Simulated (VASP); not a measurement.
Pt: single point with BLYP

Crystal: Pt.

```
Pt
1.0
     0.00000    3.05943    3.05943
     3.05943    0.00000    3.05943
     3.05943    3.05943    0.00000
Pt
2
Direct
  0.12500 0.12500 0.12500
  0.87500 0.87500 0.87500
```

This cell differs from its parent crystal: volume scaled by 1.12.

```json
{
  "Program": "VASP 6.6.1",
  "Task": "single point",
  "Functional": "BLYP",
  "Potentials or basis": "VASP PAW PBE potentials, release 64 (Pt)",
  "Cutoff": "520 eV",
  "k mesh": "10 × 10 × 10",
  "Occupations": "fermi-dirac, width 0.1 eV",
  "Spin": "no spin polarisation",
  "Dipole correction": "no",
  "Further INCAR settings": "ALGO = Normal; EDIFF = 1e-06; NBANDS = 17"
}
```

| Item | Value |
| --- | --- |
| Pressure | -7.4 GPa |
| Band gap on the k mesh | zero (band 10 reaches 3.70 eV, above the bottom of band 11 at 3.24 eV) |

Levels at points of the mesh, in eV from the Fermi level:
```tsv
k point	band 8	band 9	band 10	band 11	band 12	band 13
(0.00, 0.00, 0.00)	-1.40	-1.40	-0.12	-0.12	9.24	10.21
(0.50, 0.00, 0.00)	-1.05	-0.53	-0.34	-0.34	0.60	7.22
(0.50, 0.50, 0.00)	-1.86	-0.14	-0.14	1.13	1.13	4.01
```

Wall time 22 s on 1 thread of Intel(R) Xeon(R) 6975P-C (Granite Rapids), with other jobs on the host, peak memory 0.19 GiB.

Caveat: the PAW data sets were made with another functional, which shifts forces and pressure a little; spin-orbit coupling is left out, which moves the levels of the heavy elements.
